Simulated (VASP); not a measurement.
# CuO (rock salt type) (Fm-3m) in VASP: further runs

The runs below take CuO (rock salt type) through single point, with PBE.

Program: VASP 6.6.1. These are calculated values, not measurements. Logs are shortened: lines on timing, memory, paths and dates and some standing lists are left out, and cuts for length are marked.

### Step 1. The cell of the first run

Symmetry: Fm-3m, No. 225, cubic system. The conventional cell has a = 4.272 Å, b = 4.272 Å, c = 4.272 Å, α = 90.00°, β = 90.00°, γ = 90.00°. Within 2.8 Å of Cu (site symmetry m-3m) lie 6 O at 2.14 Å. O (site symmetry m-3m) has 6 Cu at 2.14 Å within 2.8 Å.

### Step 2. Single point, PBE

File INCAR:

```
  PREC = Accurate
  ENCUT = 520
  EDIFF = 1E-7
  ISMEAR = -1
  SIGMA = 0.06122561905347299
  LREAL = False
  LASPH = True
  NELM = 80
  ALGO = Normal
  ISIF = 2
  LWAVE = False
  LCHARG = True
  GGA = PE
  LELF = True
  LVHAR = True
  NBANDS = 16
```

File KPOINTS:

```
regular mesh
0
Gamma
  15 15 15
```

File POSCAR:

```
CuO
1.0
    0.0000000000      2.1358931926      2.1358931926
    2.1358931926      0.0000000000      2.1358931926
    2.1358931926      2.1358931926      0.0000000000
Cu O
1 1
Direct
    0.0000000000      0.0000000000      0.0000000000
    0.5000000000      0.5000000000      0.5000000000
```

Potentials or basis: VASP PAW PBE potentials, release 64 (Cu, O).

Run with:

```sh
> cat potpaw_PBE.64/Cu/POTCAR potpaw_PBE.64/O/POTCAR > POTCAR
> mpirun -np 1 vasp_std > vasp.out
```

OUTCAR:

```text
PREC = Accurate
   ENCUT = 520
   EDIFF = 1E-7
   ISMEAR = -1
   LREAL = False
   LASPH = True
   NELM = 80
   ISIF = 2
   GGA = PE

 ion  position               nearest neighbor table
   1  0.000  0.000  0.000-   2 2.14   2 2.14   2 2.14   2 2.14   2 2.14   2 2.14
   2  0.500  0.500  0.500-   1 2.14   1 2.14   1 2.14   1 2.14   1 2.14   1 2.14

  LATTYP: Found a face centered cubic cell.
 ALAT       =     4.2717863852

  Lattice vectors:

 A1 = (   0.0000000000,   2.1358931926,   2.1358931926)
 A2 = (   2.1358931926,   0.0000000000,   2.1358931926)
 A3 = (   2.1358931926,   2.1358931926,   0.0000000000)

Analysis of symmetry for initial positions (statically):
=====================================================================
 Subroutine PRICEL returns:
 Original cell was already a primitive cell.

 Routine SETGRP: Setting up the symmetry group for a
 face centered cubic supercell.

 Subroutine GETGRP returns: Found 48 space group operations
 (whereof 48 operations were pure point group operations)
 out of a pool of 48 trial point group operations.

The static configuration has the point symmetry O_h .

Analysis of symmetry for dynamics (positions and initial velocities):
=====================================================================
 Subroutine PRICEL returns:
 Original cell was already a primitive cell.

 Routine SETGRP: Setting up the symmetry group for a
 face centered cubic supercell.

 Subroutine GETGRP returns: Found 48 space group operations
 (whereof 48 operations were pure point group operations)
 out of a pool of 48 trial point group operations.

The dynamic configuration has the point symmetry O_h .

 Subroutine INISYM returns: Found 48 space group operations
 (whereof 48 operations are pure point group operations),
 and found     1 'primitive' translations

----------------------------------------------------------------------------------------

                                     Primitive cell

  volume of cell :      19.4881

  direct lattice vectors                    reciprocal lattice vectors
     0.000000000  2.135893193  2.135893193    -0.234094103  0.234094103  0.234094103
     2.135893193  0.000000000  2.135893193     0.234094103 -0.234094103  0.234094103
     2.135893193  2.135893193  0.000000000     0.234094103  0.234094103 -0.234094103

  length of vectors
     3.020609121  3.020609121  3.020609121     0.405462879  0.405462879  0.405462879

  position of ions in fractional coordinates (direct lattice)
     0.000000000  0.000000000  0.000000000
     0.500000000  0.500000000  0.500000000

  ion indices of the primitive-cell ions
   primitive index   ion index
                 1           1
                 2           2

----------------------------------------------------------------------------------------

 KPOINTS: regular mesh

Automatic generation of k-mesh.
 Grid dimensions read from file:
 generate k-points for:   15   15   15

 Generating k-lattice:

  Cartesian coordinates                     Fractional coordinates (reciprocal lattice)
    -0.015606274  0.015606274  0.015606274     0.066666667  0.000000000  0.000000000
     0.015606274 -0.015606274  0.015606274     0.000000000  0.066666667  0.000000000
     0.015606274  0.015606274 -0.015606274     0.000000000  0.000000000  0.066666667

  Length of vectors
     0.027030859  0.027030859  0.027030859

  Shift w.r.t. Gamma in fractional coordinates (k-lattice)
     0.000000000  0.000000000  0.000000000

 Subroutine IBZKPT returns following result:
 ===========================================

 Found    120 irreducible k-points:

 Following reciprocal coordinates:
            Coordinates               Weight
  0.000000  0.000000  0.000000      1.000000
  0.066667  0.000000  0.000000      8.000000
  0.133333  0.000000  0.000000      8.000000
  0.200000  0.000000  0.000000      8.000000
  0.266667  0.000000  0.000000      8.000000
  0.333333  0.000000  0.000000      8.000000
[... 16 lines left out ...]
  0.133333  0.133333  0.000000      6.000000
  0.200000  0.133333  0.000000     24.000000
 [... further k-points ...]
   k-points           NKPTS =    120   k-points in BZ     NKDIM =    120   number of bands    NBANDS=     16
   number of dos      NEDOS =    301   number of ions     NIONS =      2
   total plane-waves  NPLWV =  13824
   dimension x,y,z NGX =    24 NGY =   24 NGZ =   24
   dimension x,y,z NGXF=    48 NGYF=   48 NGZF=   48
   ions per type =               1   1
   NGX,Y,Z   is equivalent  to a cutoff of  13.21, 13.21, 13.21 a.u.
   NGXF,Y,Z  is equivalent  to a cutoff of  26.42, 26.42, 26.42 a.u.
 SYSTEM =  unknown system
   PREC   = accura    normal or accurate (medium, high low for compatibility)
   ISTART =      0    job   : 0-new  1-cont  2-samecut
   ICHARG =      2    charge: 1-file 2-atom 10-const
   ISPIN  =      1    spin polarized calculation?
   LNONCOLLINEAR =      F non collinear calculations
   LSORBIT =      F    spin-orbit coupling
   LASPH  =      T    aspherical Exc in radial PAW
   ENCUT  =  520.0 eV  38.22 Ry    6.18 a.u.   5.62  5.62  5.62*2*pi/ulx,y,z
   NELM   =     80;   NELMIN=  2; NELMDL= -5     # of ELM steps
   EDIFF  = 0.1E-06   stopping-criterion for ELM
   LREAL  =      F    real-space projection
   EDIFFG = 0.1E-05   stopping-criterion for IOM
   NSW    =      0    number of steps for IOM
   IBRION =     -1    ionic relax: 0-MD 1-quasi-New 2-CG
   NFREE  =      0    steps in history (QN), initial steepest desc. (CG)
   ISIF   =      2    stress and relaxation
   ISYM   =      2    0-nonsym 1-usesym 2-fastsym
   POTIM  = 0.5000    time-step for ionic-motion
   TEBEG  =    0.0;   TEEND  =   0.0 temperature during run
   PSTRESS=    0.0 pullay stress
   NELECT =      17.0000    total number of electrons
   NUPDOWN=      -1.0000    fix difference up-down
   EMIN   =  10.00;   EMAX   =-10.00  energy-range for DOS
   EFERMI =   0.00;   METHOD = LEGACY
   ISMEAR =    -1;   SIGMA  =   0.06  broadening in eV -4-tet -1-fermi 0-gaus
   EFERMI_NEDOS =   21; number of points for ismear=-14 and -15
   IALGO  =     38    algorithm
   IMIX   =      4    mixing-type and parameters
     AMIX     =   0.40;   BMIX     =  1.00
     AMIX_MAG =   1.60;   BMIX_MAG =  1.00
  volume/ion in A,a.u.               =       9.74        65.76
  Fermi-wavevector in a.u.,A,eV,Ry     =   1.564234  2.955973 33.291099  2.446827
  Thomas-Fermi vector in A             =   2.666888
   LORBIT       =      0    0 simple, 1 ext, 2 COOP (PROOUT), +10 PAW based schemes
   GGA     = PE    functional components
   LHFCALC =     F    Hartree Fock is set to
   AEXX    =    0.0000 exact exchange contribution
   IVDW    =     0    specifies the selected vdW correction
   LEPSILON=     F    determine dielectric tensor
   LRPA    =     F    only Hartree local field effects (RPA)
 non-spin polarized calculation
  energy-cutoff  :      520.00
  volume of cell :       19.49
 maximum number of plane-waves:       535
   NGX = 11   NGY = 11   NGZ = 11

 number of electron      17.0000016 magnetization

 Free energy of the ion-electron system (eV)
  ---------------------------------------------------
  ext. energy  EPLUGINS =         0.00000000
  ---------------------------------------------------
  free energy    TOTEN  =        -9.54118179 eV

  energy without entropy =       -9.52311033  energy(sigma->0) =       -9.53214606

 E-fermi :   5.8436     XC(G=0): -12.2655

 val. band max:        5.8386791108   @ k =  -0.2667   0.3333   0.1333
 cond. band min:       5.8504280204   @ k =  -0.3333   0.3333   0.0000
 fundamental gap:      0.0117489096
 Fermi energy:         5.8436448783

 k-point     1 :       0.0000    0.0000    0.0000
  band No.  band energies     occupation
      1     -13.4728      2.00000
      2       3.4634      2.00000
      3       3.4634      2.00000
      4       3.4634      2.00000
      5       3.5832      2.00000
      6       3.5832      2.00000
[... 8 lines left out ...]
     15      26.6789      0.00000
     16      26.6789      0.00000

 k-point     2 :       0.0667    0.0000    0.0000
  band No.  band energies     occupation
      1     -13.4277      2.00000
      2       2.9745      2.00000
      3       3.0733      2.00000
      4       3.0733      2.00000
      5       3.5153      2.00000
      6       3.5153      2.00000
[... 8 lines left out ...]
     15      26.4858      0.00000
     16      26.4858      0.00000

 k-point     3 :       0.1333    0.0000    0.0000
  band No.  band energies     occupation
      1     -13.2974      2.00000
      2       2.1285      2.00000
      3       2.5637      2.00000
      4       2.5637      2.00000
      5       3.5796      2.00000
      6       3.5796      2.00000
[... 8 lines left out ...]
     15      26.4580      0.00000
     16      26.4580      0.00000

 k-point     4 :       0.2000    0.0000    0.0000
  band No.  band energies     occupation
      1     -13.0970      2.00000
      2       1.1858      2.00000
      3       2.1060      2.00000
      4       2.1060      2.00000
      5       3.6775      2.00000
      6       3.6775      2.00000
[... 8 lines left out ...]
     15      26.8848      0.00000
     16      26.8848      0.00000

 k-point     5 :       0.2667    0.0000    0.0000
  band No.  band energies     occupation
      1     -12.8532      2.00000
      2       0.2853      2.00000
      3       1.7192      2.00000
      4       1.7192      2.00000
      5       3.7925      2.00000
      6       3.7925      2.00000
[... 8 lines left out ...]
     15      27.6393      0.00000
     16      27.6393      0.00000

 k-point     6 :       0.3333    0.0000    0.0000
  band No.  band energies     occupation
      1     -12.6038      2.00000
      2      -0.4838      2.00000
      3       1.4172      2.00000
      4       1.4172      2.00000
      5       3.9048      2.00000
      6       3.9048      2.00000
[... 8 lines left out ...]
     15      28.6202      0.00000
     16      28.6202      0.00000
[... 267 lines left out ...]
 k-point    21 :      -0.1333    0.0667    0.0000
  band No.  band energies     occupation
      1     -13.2017      2.00000
      2       1.6226      2.00000
      3       2.2254      2.00000
      4       2.5401      2.00000
      5       3.5657      2.00000
      6       3.7043      2.00000
[... 8 lines left out ...]
     15      26.0379      0.00000
     16      27.7360      0.00000

 k-point    22 :      -0.0667    0.0667    0.0000
  band No.  band energies     occupation
      1     -13.3545      2.00000
      2       2.3992      2.00000
      3       2.6607      2.00000
      4       2.9447      2.00000
      5       3.5024      2.00000
      6       3.6340      2.00000
[... 8 lines left out ...]
     15      25.7303      0.00000
     16      27.2768      0.00000

 k-point    23 :       0.1333    0.1333    0.0000
  band No.  band energies     occupation
      1     -13.2440      2.00000
      2       1.5996      2.00000
      3       2.8361      2.00000
      4       2.8361      2.00000
      5       3.3528      2.00000
      6       3.7522      2.00000
[... 8 lines left out ...]
     15      28.5236      0.00000
     16      29.5707      0.00000

 k-point    24 :       0.2000    0.1333    0.0000
  band No.  band energies     occupation
      1     -13.1016      2.00000
      2       1.0817      2.00000
      3       2.4864      2.00000
      4       2.5657      2.00000
      5       3.3794      2.00000
      6       3.7824      2.00000
[... 8 lines left out ...]
     15      28.9409      0.00000
     16      29.9703      0.00000

 [... further k-points ...]
[... 5 lines left out ...]
  --------------------------------------------------------------------------------------
  -------------------------------------------------------------------------------------
  Total       -0.3725249     -0.3725249     -0.3725249     -0.0000000     -0.0000000      0.0000000
  in kB      -30.6264910    -30.6264910    -30.6264910     -0.0000000     -0.0000000      0.0000000
  external PRESSURE =     -30.6264910 kB  Pullay stress =       0.0000000 kB

 VOLUME and BASIS-vectors are now :
 -----------------------------------------------------------------------------
  energy-cutoff  :      520.00
  volume of cell :       19.49
      direct lattice vectors                 reciprocal lattice vectors
     0.000000000  2.135893193  2.135893193    -0.234094103  0.234094103  0.234094103
     2.135893193  0.000000000  2.135893193     0.234094103 -0.234094103  0.234094103
     2.135893193  2.135893193  0.000000000     0.234094103  0.234094103 -0.234094103

 POSITION                                       TOTAL-FORCE (eV/Angst)
 -----------------------------------------------------------------------------------
      0.00000      0.00000      0.00000        -0.000000      0.000000      0.000000
      2.13589      2.13589      2.13589         0.000000     -0.000000     -0.000000
 -----------------------------------------------------------------------------------
    total drift:                                0.000000     -0.000000     -0.000000

  FREE ENERGIE OF THE ION-ELECTRON SYSTEM (eV)
  ---------------------------------------------------
  free  energy   TOTEN  =        -9.5411817853 eV

  energy  without entropy=       -9.5231103289  energy(sigma->0) =       -9.53214606
```

Run time: 52 s. Hardware: 1 thread of Intel Xeon 8259CL, shared host; peak memory 0.16 GiB.

Results:

* Free energy: -9.5412 eV
* Pressure: -3.1 GPa
* Band gap on the k mesh: zero (an odd number of electrons rules out a gap without spin polarisation)

Levels at points of the mesh, in eV from the Fermi level:
```
           k point  band 5  band 6  band 7  band 8  band 9  band 10  band 11  band 12  band 13  band 14
(0.00, 0.00, 0.00)   -2.26   -2.26   -2.26   -2.14   -2.14     1.31    18.10    18.51    18.51    18.51
```

Caveat: the cell stands under tension; an odd number of electrons without spin polarisation forces a metal; a magnetic or distorted state may lie lower; semilocal functionals often make such compounds metallic where correlation or magnetic order opens a gap, which also shifts bond lengths.

### Step 3. Single point, PBE

This run uses another cell than the first one, of 9.94 Å³/atom.

File INCAR:

```
SYSTEM = CuO
PREC = Accurate
ENCUT = 520
EDIFF = 1E-6
ISMEAR = -1
SIGMA = 0.06122561905347299
LREAL = .False.
LASPH = .True.
NELM = 100
ALGO = Normal
ISIF = 2
LWAVE = .False.
LCHARG = .True.
GGA = PE
LELF = .True.
LVHAR = .True.
NBANDS = 16
```

File KPOINTS:

```
Automatic mesh
0
Gamma
  15 15 15
  0 0 0
```

File POSCAR:

```
CuO
1.0
    0.0000000000      2.1497630175      2.1497630175
    2.1497630175      0.0000000000      2.1497630175
    2.1497630175      2.1497630175      0.0000000000
Cu O
1 1
Direct
    0.0000000000      0.0000000000      0.0000000000
    0.5000000000      0.5000000000      0.5000000000
```

Potentials or basis: VASP PAW PBE potentials, release 64 (Cu, O).

Run with:

```sh
> cat potpaw_PBE.64/Cu/POTCAR potpaw_PBE.64/O/POTCAR > POTCAR
> mpirun -np 1 vasp_std > vasp.out
```

OUTCAR:

```text
SYSTEM = CuO
   PREC = Accurate
   ENCUT = 520
   EDIFF = 1E-6
   ISMEAR = -1
   LREAL = .False.
   LASPH = .True.
   NELM = 100
   ISIF = 2
   GGA = PE

 ion  position               nearest neighbor table
   1  0.000  0.000  0.000-   2 2.15   2 2.15   2 2.15   2 2.15   2 2.15   2 2.15
   2  0.500  0.500  0.500-   1 2.15   1 2.15   1 2.15   1 2.15   1 2.15   1 2.15

  LATTYP: Found a face centered cubic cell.
 ALAT       =     4.2995260350

  Lattice vectors:

 A1 = (   0.0000000000,   2.1497630175,   2.1497630175)
 A2 = (   2.1497630175,   0.0000000000,   2.1497630175)
 A3 = (   2.1497630175,   2.1497630175,   0.0000000000)

Analysis of symmetry for initial positions (statically):
=====================================================================
 Subroutine PRICEL returns:
 Original cell was already a primitive cell.

 Routine SETGRP: Setting up the symmetry group for a
 face centered cubic supercell.

 Subroutine GETGRP returns: Found 48 space group operations
 (whereof 48 operations were pure point group operations)
 out of a pool of 48 trial point group operations.

The static configuration has the point symmetry O_h .
[... 159 lines left out ...]

 E-fermi :   5.5812     XC(G=0): -12.1538

 val. band max:        5.5764347872   @ k =  -0.2667   0.3333   0.1333
 cond. band min:       5.5892932165   @ k =  -0.3333   0.3333   0.0000
 fundamental gap:      0.0128584293
 Fermi energy:         5.5811606016

 k-point     1 :       0.0000    0.0000    0.0000
  band No.  band energies     occupation
      1     -13.5625      2.00000
      2       3.2638      2.00000
      3       3.2638      2.00000
      4       3.2638      2.00000
      5       3.3965      2.00000
      6       3.3965      2.00000
[... 433 lines left out ...]
      3       2.3215      2.00000
      4       2.3990      2.00000
      5       3.1838      2.00000
      6       3.5701      2.00000
[... 8 lines left out ...]
     15      28.4933      0.00000
     16      29.4725      0.00000

 [... further k-points ...]

------------------------ aborting loop because EDIFF is reached ----------------------------------------

  FORCE on cell =-STRESS in cart. coord.  units (eV):
  Direction    XX          YY          ZZ          XY          YZ          ZX
  --------------------------------------------------------------------------------------
  -------------------------------------------------------------------------------------
  Total       -0.7581856     -0.7581856     -0.7581856      0.0000000     -0.0000000      0.0000000
  in kB      -61.1342177    -61.1342177    -61.1342177      0.0000000     -0.0000000      0.0000000
  external PRESSURE =     -61.1342177 kB  Pullay stress =       0.0000000 kB

 VOLUME and BASIS-vectors are now :
 -----------------------------------------------------------------------------
  energy-cutoff  :      520.00
  volume of cell :       19.87
      direct lattice vectors                 reciprocal lattice vectors
     0.000000000  2.149763018  2.149763018    -0.232583776  0.232583776  0.232583776
     2.149763018  0.000000000  2.149763018     0.232583776 -0.232583776  0.232583776
     2.149763018  2.149763018  0.000000000     0.232583776  0.232583776 -0.232583776

 POSITION                                       TOTAL-FORCE (eV/Angst)
 -----------------------------------------------------------------------------------
      0.00000      0.00000      0.00000         0.000000     -0.000000     -0.000000
      2.14976      2.14976      2.14976        -0.000000      0.000000      0.000000
 -----------------------------------------------------------------------------------
    total drift:                                0.000000     -0.000000     -0.000000

  FREE ENERGIE OF THE ION-ELECTRON SYSTEM (eV)
  ---------------------------------------------------
  free  energy   TOTEN  =        -9.5308754689 eV

  energy  without entropy=       -9.5123052415  energy(sigma->0) =       -9.52159036
```

stdout:

```text
POSCAR found type information on POSCAR CuO
 POSCAR found :  2 types and       2 ions
 scaLAPACK will be used
 LDA part: xc-table for (Slater+PW92), standard interpolation
 POSCAR, INCAR and KPOINTS ok, starting setup
 FFT: planning ... GRIDC
 FFT: planning ... GRID_SOFT
 FFT: planning ... GRID
 WAVECAR not read
 entering main loop
```

Run time: 50 s. Hardware: 1 thread of Intel Xeon 8259CL, shared host; peak memory 0.16 GiB.

What came out:

| Quantity | Value |
| --- | --- |
| Free energy | -9.5309 eV |
| Pressure | -6.1 GPa |
| Band gap on the k mesh | zero (an odd number of electrons rules out a gap without spin polarisation) |

Levels at points of the mesh, in eV from the Fermi level:
```tsv
k point	band 5	band 6	band 7	band 8	band 9	band 10	band 11	band 12	band 13	band 14
(0.00, 0.00, 0.00)	-2.18	-2.18	-2.18	-2.09	-2.09	1.23	18.05	18.39	18.39	18.39
```

Caveat: the cell stands under tension; an odd number of electrons without spin polarisation forces a metal; a magnetic or distorted state may lie lower; semilocal functionals often make such compounds metallic where correlation or magnetic order opens a gap, which also shifts bond lengths. With open d or f shells a metallic result of PBE can be an artefact of self-interaction; +U or a hybrid may open a gap.
